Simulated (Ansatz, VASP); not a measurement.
# Si: VASP beside Ansatz

```
Si
1.0
     0.00000    2.76524    2.86783
     2.76524    0.00000    2.86783
     2.76524    2.76524    0.00000
Si
2
Direct
  0.50000 0.50000 0.50000
  0.75000 0.75000 0.75000
```

Alike in both runs: task single point; functional PBE; k mesh 10 × 10 × 10; occupations gaussian, width 0.05 eV; no spin polarisation.

|  | VASP | Ansatz |
| --- | --- | --- |
| version | VASP 6.6.1 | Ansatz 0.2.0 |
| potentials or method | VASP PAW PBE potentials, release 64 (Si), cutoff 520 eV | scalar-relativistic, plane waves, PAW |
| valence electrons in the cell | 8 | 8 |

|  | VASP | Ansatz | Ansatz less VASP |
| --- | --- | --- | --- |
| gap on the k mesh at the Fermi level (eV) | 0.54 | 0.54 | -0.002 |
| least direct gap on the mesh (eV) | 2.14 | 2.13 | -0.003 |
| pressure (GPa) | -5.4 | -5.3 | +0.07 |
| traceless stress, the component that is largest in VASP (GPa) | -2.42 | -2.41 | +0.006 |
